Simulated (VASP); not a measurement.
Runs of VASP 6.6.1 on PbSe. The structure is that of space group Pm-3m (No. 221), or close to it. The cells are those of the table. 

```csv
cell,gap on the mesh (eV),pressure (GPa)
"a = 3.835 Å, 2 atoms",none,-2.6
"a = 3.899 Å, 2 atoms",none,-4.5
"a = 3.652 Å, 2 atoms",none,(b)
"a = 3.944 Å, 2 atoms",none,(a)
"a = 3.771 Å, 2 atoms",none,-0.1
"a = 3.678 Å, 2 atoms",none,4.4
"a = 3.800 Å, 2 atoms",none,-1.3
```

Alike in all rows: task single point; level r2SCAN; potentials or basis VASP PAW PBE potentials, release 64 (Pb_d, Se); no spin polarisation; k mesh 12 × 12 × 12; cutoff (eV) 520; smearing gaussian 0.1 eV.

Fill in the values left out.

(a) -5.6; (b) 6.0.

Caveats: the PAW data sets were made with another functional, which shifts forces and pressure a little; spin-orbit coupling is left out, which moves the levels of the heavy elements; semilocal functionals underestimate gaps, so a narrow gap can read as zero (at least some runs); the cell stands under tension (at least some runs); the cell stands under pressure (at least some runs).

A k mesh can miss the band edges, and the runs leave out spin-orbit coupling on Pb, Se.

A gap of «none» marks levels without a gap at the run's occupations.
